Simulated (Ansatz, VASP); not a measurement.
# One calculation of Hg, two programs

File INCAR:

```
ALGO = Normal ; EDIFF = 1E-6
ENCUT = 520 ; GGA = PS
ISIF = 2 ; ISMEAR = -1
LASPH = True ; LCHARG = False
LREAL = False ; LWAVE = False
NBANDS = 19 ; NELM = 100
PREC = Accurate ; SIGMA = 0.08
```

Contents of KPOINTS:

```
k-points
0
Gamma
  15 15 8
```

POSCAR

```
Hg
1.0
    2.8049720070      0.0000000000      0.0000000000
   -1.4024860035      2.4291770150      0.0000000000
    0.0000000000      0.0000000000      4.7283612548
Hg
2
Direct
    0.3333333333      0.6666666667      0.2500000000
    0.6666666667      0.3333333333      0.7500000000
```

Input for Ansatz:

```yaml
crystal:
  lattice:
    - [2.804972007, 0.0, 0.0]
    - [-1.4024860035, 2.429177015, 0.0]
    - [0.0, 0.0, 4.7283612548]
  atoms:
    - { symbol: Hg, position: [0.3333333333, 0.6666666667, 0.25] }
    - { symbol: Hg, position: [0.6666666667, 0.3333333333, 0.75] }
kpoints:
  mp_grid: { grid: [15, 15, 8] }
scf:
  occupations: { method: fermi_dirac, width: 0.08 }
hamiltonian:
  xc: pbesol
  pseudopotentials: { kind: all_electron, lapw: { basis_error: 0.001 } }
output:
  forces: true
  stress: true
  eigenvalues: true
  populations: true
```

Change from the starting cell: volume scaled by 0.68, LAPW.

Alike in both runs: task single point; functional PBEsol; k mesh 15 × 15 × 8; occupations fermi-dirac, width 0.08 eV; no spin polarisation.

|  | VASP | Ansatz |
| --- | --- | --- |
| version | VASP 6.6.1 | Ansatz 0.2.0 |
| potentials or method | VASP PAW PBE potentials, release 64 (Hg), cutoff 520 eV | all-electron LAPW, scalar-relativistic |

|  | VASP | Ansatz | Ansatz less VASP |
| --- | --- | --- | --- |
| pressure (GPa) | 54.9 | 52.1 | -2.74 |
| traceless stress, the component that is largest in VASP (GPa) | -0.31 | -0.03 | +0.283 |

VASP's potentials were made for PBE, not for PBEsol. Both programs put the cell under a high pressure, so it lies far from rest at this level. Ansatz ran all-electron here, and VASP with PAW potentials.

Neither program's run includes spin-orbit coupling.
